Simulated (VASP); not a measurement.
Wanted: the native input for a VASP 6.6.1 run.

| Item | Value |
| --- | --- |
| Task | relaxation of cell and atoms |
| Functional | PBE-based screened hybrid with 25 % exact exchange |
| Potentials or basis | VASP PAW PBE potentials, release 64 (Sn_d) |
| Cutoff | 600 eV |
| k mesh | 4 × 4 × 4 |
| Occupations | fermi-dirac, width 0.05 eV |
| Spin | no spin polarisation |
| Dipole correction | no |
| Grid for exact exchange (PRECFOCK) | Normal |
| Share of exact exchange | 0.25 |
| Further INCAR settings | ALGO = Normal; EDIFF = 1e-06; IBRION = 2; EDIFFG = -0.01; NSW = 60; ISIF = 3 |
| Screening parameter | 0.3 1/Å |

The system is Sn.

```
Sn
1.0
     0.00000    3.23334    3.23334
     3.23334    0.00000    3.23334
     3.23334    3.23334    0.00000
Sn
2
Direct
  0.75000 0.75000 0.75000
  0.50000 0.50000 0.50000
```

This isn't the form of Sn at room conditions, which is tetragonal (white tin).

One way to write it, as run:

POSCAR

```
Sn
1.0
    0.0000000000      3.2333428000      3.2333428000
    3.2333428000      0.0000000000      3.2333428000
    3.2333428000      3.2333428000      0.0000000000
Sn
2
Direct
    0.7500000000      0.7500000000      0.7500000000
    0.5000000000      0.5000000000      0.5000000000
```

INCAR.step1

```
ALGO     = Normal         # electronic algorithm
EDIFF    = 1E-5           # SCF threshold, eV
ENCUT    = 600            # plane-wave cutoff, eV
GGA      = PE             # functional
ISMEAR   = -1             # smearing method
LASPH    = T              # aspherical terms in the spheres
LCHARG   = F              # write CHGCAR
LREAL    = F              # projectors in reciprocal space
LWAVE    = T              # write WAVECAR
NBANDS   = 21             # bands
NELM     = 100            # most SCF steps
PREC     = Accurate       # precision mode
SIGMA    = 0.05           # smearing width, eV
```

INCAR.step2

```
AEXX     = 0.25           # exact-exchange fraction
ALGO     = Normal         # electronic algorithm
EDIFF    = 1E-6           # SCF threshold, eV
EDIFFG   = -0.01          # ionic threshold
ENCUT    = 600            # plane-wave cutoff, eV
GGA      = PE             # functional
HFSCREEN = 0.3            # screening, 1/A
IBRION   = 2              # ionic algorithm
ISIF     = 3              # what is computed and relaxed
ISMEAR   = -1             # smearing method
ISTART   = 1            
LASPH    = T              # aspherical terms in the spheres
LCHARG   = F              # write CHGCAR
LHFCALC  = T              # exact exchange
LREAL    = F              # projectors in reciprocal space
LWAVE    = F              # write WAVECAR
NELM     = 100            # most SCF steps
NSW      = 60             # ionic steps
PREC     = Accurate       # precision mode
PRECFOCK = Normal       
SIGMA    = 0.05           # smearing width, eV
```

KPOINTS

```
k-points
0
Gamma
  4 4 4
```

Potentials or basis: VASP PAW PBE potentials, release 64 (Sn_d).

Run with:

```sh
$ cat potpaw_PBE.64/Sn_d/POTCAR > POTCAR
$ cp INCAR.step1 INCAR
$ mpirun -np 1 vasp_std > vasp.out
$ cp INCAR.step2 INCAR
$ mpirun -np 1 vasp_std > vasp.out
```

Results of the run:

```yaml
Relaxed_volume: 35.85 Å³/atom
Relaxed_cell: a = 4.663 Å, b = 4.663 Å, c = 4.663 Å, α = 60.00°, β = 60.00°, γ = 60.00°
Space_group_after_relaxing_to_0.1_Å: Fd-3m (No. 227)
Energy_gained_by_relaxing: 16.9 meV/atom
Ionic_steps: 3
Pressure_after_relaxing: 0.0 GPa
Band_gap_on_the_k_mesh: zero (filled and empty bands touch)
```

Caveat: the k points lie up to 0.41 Å⁻¹ apart in the final cell; the PAW data sets were made with another functional, which shifts forces and pressure a little; spin-orbit coupling is left out, which moves the levels of the heavy elements.

Wall time 90 min on 1 thread of AMD EPYC 7R13 Processor (Zen 3), with other jobs on the host, peak memory 0.34 GiB.
